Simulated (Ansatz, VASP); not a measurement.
**Ba2Be: VASP beside Ansatz**

```
CELL_PARAMETERS angstrom
5.77298 0.00000 0.00000
-2.88649 4.99955 0.00000
0.00000 0.00000 3.56290
ATOMIC_POSITIONS crystal
Ba 0.33333 0.66667 0.50000
Ba 0.66667 0.33333 0.50000
Be 0.00000 0.00000 0.00000
```

Change from the starting cell: species swapped into the ZrB2 type (P6/mmm, No. 191).

Alike in both runs: functional PBE; k mesh 12 × 12 × 14; occupations gaussian, width 0.1 eV; no spin polarisation.

Ansatz relaxed the structure, and its values are those at the end. VASP's run is a single point on that final structure, the one shown.

```csv
,VASP,Ansatz
version,VASP 6.6.1,Ansatz 0.2.0
potentials or method,"VASP PAW PBE potentials, release 64 (Ba_sv, Be), cutoff 520 eV","scalar-relativistic, plane waves, PAW"
valence electrons in the cell,22,22
```

|  | VASP | Ansatz | Ansatz less VASP |
| --- | --- | --- | --- |
| gap on the k mesh at the Fermi level (eV) | none | none | - |
| pressure (GPa) | 0.7 | 0.0 | -0.70 |

A gap of «none» marks a metal or a gap that the smearing closes. The functional is the same, so the differences come from potentials, cutoffs and numerics.

Neither program's run includes spin-orbit coupling.
